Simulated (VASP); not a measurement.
**Os: single point with PBEsol**

The system is Os.

```xyz
2
Lattice="2.6521 0.0000 0.0000 -1.3260 2.2968 0.0000 0.0000 0.0000 4.3197" Properties=species:S:1:pos:R:3 pbc="T T T"
Os    0.0000    1.5312    1.0799
Os    1.3260    0.7656    3.2398
```

This cell differs from its parent crystal: equal xx and yy strain of -3 %.

```yaml
Program: VASP 6.6.1
Task: single point
Functional: PBEsol
Potentials_or_basis: VASP PAW PBE potentials, release 64 (Os)
Cutoff: 520 eV
k_mesh: 15 × 15 × 9
Occupations: fermi-dirac, width 0.05 eV
Spin: no spin polarisation
```

```yaml
Pressure: 28.0 GPa
Band_gap_on_the_k_mesh: zero (band 8 reaches 12.79 eV, above the bottom of band 9 at 8.33 eV)
```

Stress tensor (GPa, compression positive):
```
34.89  0.00  0.00
 0.00 34.89  0.00
 0.00  0.00 14.11
```

Levels at points of the mesh, in eV from the Fermi level:
| k point | band 5 | band 6 | band 7 | band 8 | band 9 | band 10 | band 11 | band 12 |
| --- | --- | --- | --- | --- | --- | --- | --- | --- |
| (0.00, 0.00, 0.00) | -3.30 | -2.46 | -2.46 | -1.38 | -1.38 | -0.33 | 1.90 | 1.90 |

Wall time 34 s on 1 thread of Intel(R) Xeon(R) Platinum 8375C CPU @ 2.90GHz (Ice Lake), on a shared host, peak memory 0.17 GiB.

Caveat: the cell differs from its parent crystal (equal xx and yy strain of -3 %); the PAW data sets were made with another functional, which shifts forces and pressure a little; spin-orbit coupling is left out, which moves the levels of the heavy elements.
